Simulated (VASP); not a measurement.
A run of VASP 6.6.1 is set up as follows.

The input INCAR:

```
SYSTEM = F
PREC = Accurate
ENCUT = 600
EDIFF = 1E-6
ISMEAR = -1
SIGMA = 0.05
LREAL = .FALSE.
LASPH = .TRUE.
NELM = 80
ALGO = Normal
ISIF = 3
LWAVE = .FALSE.
LCHARG = .FALSE.
GGA = B5
ALDAX = 1.0
AGGAX = 1.0
AGGAC = 1.0
ALDAC = 0.0
IBRION = 2
NSW = 80
EDIFFG = -0.01
```

KPOINTS

```
Automatic mesh
0
G
  6 6 3
  0 0 0
```

Contents of POSCAR:

```
F
1.0
    2.7500000000     -1.6400000000      0.0000000000
    2.7500000000      1.6400000000      0.0000000000
   -1.5347200000      0.0000000000      7.1163900000
F
4
Direct
    0.9680000000      0.6020000000      0.0997000000
    0.3980000000      0.0320000000      0.4003000000
    0.0320000000      0.3980000000      0.9003000000
    0.6020000000      0.9680000000      0.5997000000
```

Potentials or basis: VASP PAW PBE potentials, release 64 (F).

Command:

```console
$ cat potpaw_PBE.64/F/POTCAR > POTCAR
$ mpirun -np 1 vasp_std > vasp.out
```

**Question.** What does it give for the relaxed cell?

**Answer.** a = 3.453 Å, b = 3.453 Å, c = 6.962 Å, α = 98.68°, β = 98.68°, γ = 61.25°.

**Question.** Estimate the space group after relaxing (to 0.1 Å).

**Answer.** C2/c (No. 15).

**Question.** Estimate the band gap on the k mesh.

**Answer.** 2.58 eV.

**Question.** Predict the relaxed volume.

**Answer.** 17.92 Å³/atom.

Step by step:
```tsv
step	energy change (eV)	largest force (eV/Å)	pressure (GPa)	volume (Å³)
1	0.0000	1.1435	-2.38	64.19
3	-0.0506	0.0525	0.41	63.59
5	-0.0507	0.0266	0.58	63.56
7	-0.0579	0.0325	0.49	65.24
9	-0.0749	0.0775	0.13	73.11
11	-0.0751	0.0145	-0.06	73.20
13	-0.0754	0.0128	-0.03	73.18
15	-0.0771	0.0155	-0.10	73.03
17	-0.0771	0.0312	-0.01	72.94
19	-0.0776	0.0223	0.04	72.24
21	-0.0779	0.0130	0.08	71.01
23	-0.0781	0.0503	-0.04	71.07
25	-0.0781	0.0949	-0.14	71.13
27	-0.0782	0.0951	-0.15	71.14
29	-0.0784	0.0971	-0.16	71.18
31	-0.0792	0.1163	-0.24	71.34
33	-0.0805	0.1231	-0.28	71.55
35	-0.0815	0.0393	0.05	71.58
37	-0.0816	0.0413	0.05	71.60
39	-0.0815	0.0849	-0.28	71.77
41	-0.0819	0.0113	-0.07	71.68
43	-0.0819	0.0128	-0.08	71.69
45	-0.0819	0.0094	-0.06	71.67
```

Caveat: the PAW data sets were made with another functional, which shifts forces and pressure a little. BLYP gives volumes clearly too large for solids.
